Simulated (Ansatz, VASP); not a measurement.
# One calculation of CsSe2N, two programs

File INCAR:

```
SYSTEM = CsSe2N
PREC = Accurate
ENCUT = 600
EDIFF = 1E-6
ISMEAR = 0
SIGMA = 0.0362
LREAL = .FALSE.
LASPH = .TRUE.
NELM = 100
ALGO = Normal
ISIF = 3
LWAVE = .FALSE.
LCHARG = .FALSE.
IBRION = 2
NSW = 60
EDIFFG = -0.01
```

File KPOINTS:

```
regular mesh
0
G
  6 6 6
  0 0 0
```

The input POSCAR:

```
CsSe2N
1.0
    3.9573130000      0.0000000000      0.0000000000
   -1.9786570000      3.4271380000      0.0000000000
    0.0000000000     -2.2847560000      7.5433040000
Se N Cs
2 1 1
Direct
    0.2317900000      0.4635800000      0.6953700000
    0.7682100000      0.5364200000      0.3046300000
    0.5000000000      0.0000000000      0.5000000000
    0.0000000000      0.0000000000      0.0000000000
```

Input for Ansatz:

```yaml
crystal:
  lattice:
    - [3.957313, 0.0, 0.0]
    - [-1.978657, 3.427138, 0.0]
    - [0.0, -2.284756, 7.543304]
  atoms:
    - { symbol: Se, position: [0.23179, 0.46358, 0.69537] }
    - { symbol: Se, position: [0.76821, 0.53642, 0.30463] }
    - { symbol: "N", position: [0.5, 0.0, 0.5] }
    - { symbol: Cs, position: [0.0, 0.0, 0.0] }
  symmetry: { tolerance: 0.0003 }
kpoints:
  mp_grid: { grid: [6, 6, 6], shift: [0, 0, 0] }
magnetization:
  spin_polarized: false
scf:
  occupations: { method: gaussian, width: 0.0362 }
hamiltonian:
  pseudopotentials: { kind: paw }
  xc: lda
basis:
  ecutwfc: 420
output:
  forces: true
  stress: true
  eigenvalues: true
relax:
  max_steps: 40
  cell: {}
```

Alike in both runs: task relaxation of cell and atoms; functional LDA; k mesh 6 × 6 × 6; occupations gaussian, width 0.0362 eV; no spin polarisation.

```csv
,VASP,Ansatz
version,VASP 6.6.1,Ansatz 0.2.0
potentials or method,"VASP PAW LDA potentials, release 64 (Se, N, Cs_sv), cutoff 600 eV",PAW plane waves
valence electrons in the cell,26,46
```

Ansatz gave:

| Property | Result |
| --- | --- |
| gap on the k mesh at the Fermi level, each at its own relaxed structure (eV) | none |
| relaxed volume (Å³/atom) | 21.95 |
| relaxed length of the cell vector where the two differ most in proportion (Å) | 8.180 |

Estimate VASP's values.

gap on the k mesh at the Fermi level, each at its own relaxed structure (eV): none; relaxed volume (Å³/atom): 22.05; relaxed length of the cell vector where the two differ most in proportion (Å): 8.196.

LDA's correlation is that of Perdew and Zunger in VASP and of Perdew and Wang (1992) in Ansatz. A gap of «none» marks a metal or a gap that the smearing closes. VASP's potentials hold 26 valence electrons a cell and Ansatz's 46, so a difference there can come from the potentials and not from the codes. Ansatz's warnings: structure snapped to symmetry.

Spin-orbit coupling is off throughout.
